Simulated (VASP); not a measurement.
# Ag in VASP: single point with PBEsol

Aim: the single point of Ag with PBEsol.

Program: VASP 6.6.1. These are calculated values, not measurements. Logs are shortened: lines on timing, memory, paths and dates and some standing lists are left out, and cuts for length are marked.

## Step 1: The cell of the first run

The typed cell holds 2 atoms: a = 2.874 Å, b = 2.873 Å, c = 4.677 Å, α = 90.00°, β = 90.00°, γ = 120.01°.

This isn't the form of Ag at room conditions, which is fcc.

## Step 2: Single point, PBEsol

Contents of INCAR:

```
PREC = Accurate
ENCUT = 520
EDIFF = 1E-7
ISMEAR = 0
SIGMA = 0.15
LREAL = False
LASPH = True
NELM = 60
ALGO = Fast
ISIF = 2
LWAVE = False
LCHARG = False
GGA = PS
NBANDS = 18
```

Contents of KPOINTS:

```
Automatic mesh
0
Gamma
  12 12 8
```

Contents of POSCAR:

```
Ag
1.0
    2.8741207916      0.0002269968      0.0000691390
   -1.4368382366      2.4876516275     -0.0001620324
    0.0000082434     -0.0000501736      4.6774441881
Ag
2
Direct
    0.3331834945      0.6665001837      0.2500017164
    0.6668165055      0.3334998163      0.7499982836
```

Potentials or basis: VASP PAW PBE potentials, release 64 (Ag).

Launch:

```console
$ cat potpaw_PBE.64/Ag/POTCAR > POTCAR
$ mpirun -np 1 vasp_std > vasp.out
```

OUTCAR:

```text
PREC = Accurate
   ENCUT = 520
   EDIFF = 1E-7
   ISMEAR = 0
   LREAL = False
   LASPH = True
   NELM = 60
   ISIF = 2
   GGA = PS

 ion  position               nearest neighbor table
   1  0.333  0.667  0.250-   2 2.87   2 2.87   2 2.87   2 2.87   2 2.87   2 2.87
   2  0.667  0.333  0.750-   1 2.87   1 2.87   1 2.87   1 2.87   1 2.87   1 2.87

  LATTYP: Found a triclinic cell.
 ALAT       =     2.8727886738
 B/A-ratio  =     1.0001457825
 C/A-ratio  =     1.6281894422
 COS(alpha) =     0.0000407374
 COS(beta)  =     0.0000665726
 COS(gamma) =     0.4996091459

  Lattice vectors:

 A1 = (  -1.4368382366,   2.4876516275,  -0.0001620324)
 A2 = (   1.4372825550,   2.4878786243,  -0.0000928934)
 A3 = (  -0.0000082434,   0.0000501736,  -4.6774441881)

Analysis of symmetry for initial positions (statically):
=====================================================================
 Subroutine PRICEL returns:
 Original cell was already a primitive cell.

 Routine SETGRP: Setting up the symmetry group for a
 triclinic supercell.

 Subroutine GETGRP returns: Found  2 space group operations
 (whereof  2 operations were pure point group operations)
 out of a pool of  2 trial point group operations.

The static configuration has the point symmetry S_2 .

Analysis of symmetry for dynamics (positions and initial velocities):
=====================================================================
 Subroutine PRICEL returns:
 Original cell was already a primitive cell.

 Routine SETGRP: Setting up the symmetry group for a
 triclinic supercell.

 Subroutine GETGRP returns: Found  2 space group operations
 (whereof  2 operations were pure point group operations)
 out of a pool of  2 trial point group operations.

The dynamic configuration has the point symmetry S_2 .

 Subroutine INISYM returns: Found  2 space group operations
 (whereof  2 operations are pure point group operations),
 and found     1 'primitive' translations

----------------------------------------------------------------------------------------

                                     Primitive cell

  volume of cell :      33.4444

  direct lattice vectors                    reciprocal lattice vectors
     2.874120792  0.000226997  0.000069139     0.347916618  0.200952535  0.000001542
    -1.436838237  2.487651628 -0.000162032    -0.000031747  0.401967210  0.000004312
     0.000008243 -0.000050174  4.677444188    -0.000005144  0.000010954  0.213791969

  length of vectors
     2.874120801  2.872788674  4.677444188     0.401780903  0.401967212  0.213791969

  position of ions in fractional coordinates (direct lattice)
     0.333183494  0.666500184  0.250001716
     0.666816506  0.333499816  0.749998284

  ion indices of the primitive-cell ions
   primitive index   ion index
                 1           1
                 2           2

----------------------------------------------------------------------------------------

 KPOINTS: Automatic mesh

Automatic generation of k-mesh.
 Grid dimensions read from file:
 generate k-points for:   12   12    8

 Generating k-lattice:

  Cartesian coordinates                     Fractional coordinates (reciprocal lattice)
     0.028993051  0.016746045  0.000000129     0.083333333  0.000000000  0.000000000
    -0.000002646  0.033497268  0.000000359     0.000000000  0.083333333  0.000000000
    -0.000000643  0.000001369  0.026723996     0.000000000  0.000000000  0.125000000

  Length of vectors
     0.033481742  0.033497268  0.026723996

  Shift w.r.t. Gamma in fractional coordinates (k-lattice)
     0.000000000  0.000000000  0.000000000

 Subroutine IBZKPT returns following result:
 ===========================================

 Found    580 irreducible k-points:

 Following reciprocal coordinates:
            Coordinates               Weight
  0.000000  0.000000  0.000000      1.000000
  0.083333 -0.000000  0.000000      2.000000
  0.166667  0.000000  0.000000      2.000000
  0.250000  0.000000  0.000000      2.000000
  0.333333 -0.000000  0.000000      2.000000
  0.416667 -0.000000  0.000000      2.000000
[... 16 lines left out ...]
  0.250000  0.166667  0.000000      2.000000
  0.333333  0.166667  0.000000      2.000000
 [... further k-points ...]
   k-points           NKPTS =    580   k-points in BZ     NKDIM =    580   number of bands    NBANDS=     18
   number of dos      NEDOS =    301   number of ions     NIONS =      2
   total plane-waves  NPLWV =  20736
   dimension x,y,z NGX =    24 NGY =   24 NGZ =   36
   dimension x,y,z NGXF=    48 NGYF=   48 NGZF=   72
   ions per type =               2
   NGX,Y,Z   is equivalent  to a cutoff of  13.88, 13.89, 12.80 a.u.
   NGXF,Y,Z  is equivalent  to a cutoff of  27.76, 27.78, 25.59 a.u.
 SYSTEM =  unknown system
   PREC   = accura    normal or accurate (medium, high low for compatibility)
   ISTART =      0    job   : 0-new  1-cont  2-samecut
   ICHARG =      2    charge: 1-file 2-atom 10-const
   ISPIN  =      1    spin polarized calculation?
   LNONCOLLINEAR =      F non collinear calculations
   LSORBIT =      F    spin-orbit coupling
   LASPH  =      T    aspherical Exc in radial PAW
   ENCUT  =  520.0 eV  38.22 Ry    6.18 a.u.   5.34  5.34  8.70*2*pi/ulx,y,z
   NELM   =     60;   NELMIN=  2; NELMDL= -5     # of ELM steps
   EDIFF  = 0.1E-06   stopping-criterion for ELM
   LREAL  =      F    real-space projection
   EDIFFG = 0.1E-05   stopping-criterion for IOM
   NSW    =      0    number of steps for IOM
   IBRION =     -1    ionic relax: 0-MD 1-quasi-New 2-CG
   NFREE  =      0    steps in history (QN), initial steepest desc. (CG)
   ISIF   =      2    stress and relaxation
   ISYM   =      2    0-nonsym 1-usesym 2-fastsym
   POTIM  = 0.5000    time-step for ionic-motion
   TEBEG  =    0.0;   TEEND  =   0.0 temperature during run
   PSTRESS=    0.0 pullay stress
   NELECT =      22.0000    total number of electrons
   NUPDOWN=      -1.0000    fix difference up-down
   EMIN   =  10.00;   EMAX   =-10.00  energy-range for DOS
   EFERMI =   0.00;   METHOD = LEGACY
   ISMEAR =     0;   SIGMA  =   0.15  broadening in eV -4-tet -1-fermi 0-gaus
   EFERMI_NEDOS =   21; number of points for ismear=-14 and -15
   IALGO  =     68    algorithm
   IMIX   =      4    mixing-type and parameters
     AMIX     =   0.40;   BMIX     =  1.00
     AMIX_MAG =   1.60;   BMIX_MAG =  1.00
  volume/ion in A,a.u.               =      16.72       112.85
  Fermi-wavevector in a.u.,A,eV,Ry     =   1.423775  2.690545 27.580853  2.027136
  Thomas-Fermi vector in A             =   2.544337
   LORBIT       =      0    0 simple, 1 ext, 2 COOP (PROOUT), +10 PAW based schemes
   GGA     = PS    functional components
   LHFCALC =     F    Hartree Fock is set to
   AEXX    =    0.0000 exact exchange contribution
   IVDW    =     0    specifies the selected vdW correction
   LEPSILON=     F    determine dielectric tensor
   LRPA    =     F    only Hartree local field effects (RPA)
 non-spin polarized calculation
 RMM-DIIS sequential band-by-band and
 Gauss-broadening in eV      SIGMA  =   0.15
  energy-cutoff  :      520.00
  volume of cell :       33.44
 maximum number of plane-waves:       923
 NGX is ok and might be reduce to    24
   NGX = 11   NGY = 11   NGZ = 17

 number of electron      21.9999997 magnetization

 Free energy of the ion-electron system (eV)
  ---------------------------------------------------
  ext. energy  EPLUGINS =         0.00000000
  ---------------------------------------------------
  free energy    TOTEN  =        -6.60480978 eV

  energy without entropy =       -6.59891149  energy(sigma->0) =       -6.60186064

 E-fermi :   8.4211     XC(G=0): -12.5265

 val. band max:        8.3797038440   @ k =  -0.0833   0.5000   0.2500
 cond. band min:       8.5512791040   @ k =   0.5000  -0.0000   0.1250
 fundamental gap:      0.1715752600
 Fermi energy:         8.4211000662

 k-point     1 :       0.0000    0.0000    0.0000
  band No.  band energies     occupation
      1       0.5291      2.00000
      2       1.9922      2.00000
      3       3.6753      2.00000
      4       3.7592      2.00000
      5       3.7648      2.00000
      6       4.0135      2.00000
[... 10 lines left out ...]
     17      26.9014      0.00000
     18      26.9183      0.00000

 k-point     2 :       0.0833   -0.0000    0.0000
  band No.  band energies     occupation
      1       0.7234      2.00000
      2       2.1063      2.00000
      3       3.5455      2.00000
      4       3.8695      2.00000
      5       3.8779      2.00000
      6       3.9796      2.00000
[... 10 lines left out ...]
     17      26.3673      0.00000
     18      27.2726      0.00000

 k-point     3 :       0.1667    0.0000    0.0000
  band No.  band energies     occupation
      1       1.2644      2.00000
      2       2.3675      2.00000
      3       3.3793      2.00000
      4       3.8474      2.00000
      5       3.8778      2.00000
      6       4.1497      2.00000
[... 10 lines left out ...]
     17      26.2282      0.00000
     18      26.6753      0.00000

 k-point     4 :       0.2500    0.0000    0.0000
  band No.  band energies     occupation
      1       1.9518      2.00000
      2       2.4840      2.00000
      3       3.3154      2.00000
      4       3.4529      2.00000
      5       3.8214      2.00000
      6       3.9657      2.00000
[... 375 lines left out ...]
      4       3.1483      2.00000
      5       3.7268      2.00000
      6       3.8795      2.00000
[... 10 lines left out ...]
     17      24.8120      0.00000
     18      25.3555      0.00000

 k-point    23 :       0.2500    0.1667    0.0000
  band No.  band energies     occupation
      1       2.6642      2.00000
      2       2.7352      2.00000
      3       2.7846      2.00000
      4       3.4046      2.00000
      5       3.6103      2.00000
      6       4.0351      2.00000
[... 10 lines left out ...]
     17      22.5395      0.00000
     18      23.5586      0.00000

 k-point    24 :       0.3333    0.1667    0.0000
  band No.  band energies     occupation
      1       2.5080      2.00000
      2       2.5465      2.00000
      3       2.7558      2.00000
      4       3.5828      2.00000
      5       3.8747      2.00000
      6       4.0014      2.00000
[... 10 lines left out ...]
     17      20.3765      0.00000
     18      22.9607      0.00000

 [... further k-points ...]
[... 5 lines left out ...]
  --------------------------------------------------------------------------------------
  -------------------------------------------------------------------------------------
  Total       -0.0503387     -0.0445900     -0.0490576     -0.0007933      0.0004919     -0.0002068
  in kB       -2.4115138     -2.1361154     -2.3501408     -0.0380036      0.0235642     -0.0099063
  external PRESSURE =      -2.2992566 kB  Pullay stress =       0.0000000 kB

 VOLUME and BASIS-vectors are now :
 -----------------------------------------------------------------------------
  energy-cutoff  :      520.00
  volume of cell :       33.44
      direct lattice vectors                 reciprocal lattice vectors
     2.874120792  0.000226997  0.000069139     0.347916618  0.200952535  0.000001542
    -1.436838237  2.487651628 -0.000162032    -0.000031747  0.401967210  0.000004312
     0.000008243 -0.000050174  4.677444188    -0.000005144  0.000010954  0.213791969

 POSITION                                       TOTAL-FORCE (eV/Angst)
 -----------------------------------------------------------------------------------
     -0.00004      1.65808      1.16928         0.000180      0.000186     -0.000100
      1.43733      0.82975      3.50807        -0.000180     -0.000186      0.000100
 -----------------------------------------------------------------------------------
    total drift:                               -0.000000      0.000000     -0.000000

  FREE ENERGIE OF THE ION-ELECTRON SYSTEM (eV)
  ---------------------------------------------------
  free  energy   TOTEN  =        -6.6048097783 eV

  energy  without entropy=       -6.5989114923  energy(sigma->0) =       -6.60186064
```

It took 2.2 min on 1 thread of Intel Xeon 6975P-C (Granite Rapids), shared host; peak memory 0.38 GiB.

Results:

```
Free energy            : -6.6048 eV
Pressure               : -0.2 GPa
Band gap on the k mesh : zero (bands 11 and 12 overlap by 7.49 eV)
```

Levels at points of the mesh, in eV from the Fermi level:
| k point | band 8 | band 9 | band 10 | band 11 | band 12 | band 13 | band 14 | band 15 |
| --- | --- | --- | --- | --- | --- | --- | --- | --- |
| (0.00, 0.00, 0.00) | -4.06 | -4.06 | -2.99 | -2.99 | -0.41 | 3.81 | 15.73 | 17.77 |
| (0.50, 0.00, 0.00) | -2.86 | -2.78 | -2.71 | 0.15 | 1.64 | 7.04 | 7.29 | 9.64 |
| (0.00, 0.50, 0.00) | -2.85 | -2.78 | -2.71 | 0.15 | 1.65 | 7.04 | 7.29 | 9.65 |
| (0.50, 0.50, 0.00) | -2.86 | -2.78 | -2.71 | 0.15 | 1.65 | 7.04 | 7.29 | 9.64 |
| (0.00, 0.00, 0.50) | -4.53 | -3.31 | -3.31 | -3.31 | -3.31 | 11.42 | 11.42 | 16.10 |
| (0.50, 0.00, 0.50) | -3.05 | -2.76 | -2.76 | 0.76 | 0.76 | 4.76 | 4.76 | 13.80 |
| (0.00, 0.50, 0.50) | -3.05 | -2.76 | -2.76 | 0.77 | 0.77 | 4.76 | 4.76 | 13.78 |
| (0.50, 0.50, 0.50) | -3.05 | -2.76 | -2.76 | 0.76 | 0.76 | 4.76 | 4.76 | 13.79 |

Caveat: the PAW data sets were made with another functional, which shifts forces and pressure a little.

The gap in the log of VASP goes by the Fermi energy; the results here count the filled bands.